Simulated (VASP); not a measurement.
The system is BaTiO3 (Barioperovskite).

```
Ba Ti O
1.0
     3.98550    0.00000    0.00000
     0.00000    2.83690    2.84515
     0.00000   -2.83690    2.84515
Ba Ti O
1 1 3
Direct
  0.00000 0.00000 0.00000
  0.50000 0.51240 0.51240
  0.00000 0.48740 0.48740
  0.50000 0.50524 0.99184
  0.50000 0.99184 0.50524
```

Base run:

| Property | Result |
| --- | --- |
| Program | VASP 6.6.1 |
| Functional | PBEsol |
| Potentials or basis | VASP PAW PBE potentials, release 64 (Ba_sv, Ti_sv, O) |
| Cutoff | 520 eV |
| k mesh | 4 × 4 × 4 |
| Occupations | gaussian, width 0.01 eV |
| Spin | no spin polarisation |
| Hubbard terms | Ti d U = 4.0 eV |

Its results: band gap on the k mesh 2.25 eV, indirect (least direct gap 2.49 eV); pressure 1.2 GPa; largest force 0.360 eV/Å.

Task: After a change of settings the same cell gave: band gap on the k mesh 2.01 eV, indirect (least direct gap 2.23 eV); pressure -0.5 GPa; largest force 0.200 eV/Å. Which change was it?
A. hubbard terms from Ti d U = 4.0 eV to Ti d U = 6.0 eV; further incar settings from ALGO = Normal; EDIFF = 1e-06; NBANDS = 28 to ALGO = Normal; EDIFF = 1e-07; NBANDS = 28
B. hubbard terms from Ti d U = 4.0 eV to none; further incar settings from ALGO = Normal; EDIFF = 1e-06; NBANDS = 28 to ALGO = Normal; EDIFF = 1e-07; NBANDS = 28
C. hubbard terms from Ti d U = 4.0 eV to Ti d U = 2.0 eV

Result: C.

Caveats: the PAW data sets were made with another functional, which shifts forces and pressure a little; spin-orbit coupling is left out, which moves the levels of the heavy elements.
